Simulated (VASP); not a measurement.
Runs of VASP 6.6.1 on TlBr (CsCl type). The structure is that of space group Pm-3m (No. 221), or close to it. The cells are those of the table. 

```tsv
cell	k mesh	smearing	gap on the mesh (eV)	pressure (GPa)
a = 3.216 Å, 2 atoms	12 × 12 × 12	fermi-dirac 0.08 eV	none	76.5
a = 2.985 Å, 2 atoms	15 × 15 × 15	methfessel-paxton 0.001 eV	none	(c)
a = 3.598 Å, 2 atoms	12 × 12 × 12	fermi-dirac 0.08 eV	0.40	(a)
a = 3.761 Å, 2 atoms	12 × 12 × 12	fermi-dirac 0.08 eV	1.29	7.8
a = 3.912 Å, 2 atoms	12 × 12 × 12	fermi-dirac 0.08 eV	1.72	2.7
a = 2.985 Å, 2 atoms	12 × 12 × 12	fermi-dirac 0.08 eV	none	(b)
```

Alike in all rows: task single point; level PBE; potentials or basis VASP PAW PBE potentials, release 64 (Tl_d, Br); no spin polarisation; cutoff (eV) 500.

Question: Fill in the values left out.

Answer: (a) 17.5; (b) 174.8; (c) 173.6.

Caveats: spin-orbit coupling is left out, which moves the levels of the heavy elements.

A k mesh can miss the band edges, and the runs leave out spin-orbit coupling on Br, Tl.

A gap of «none» marks levels without a gap at the run's occupations.
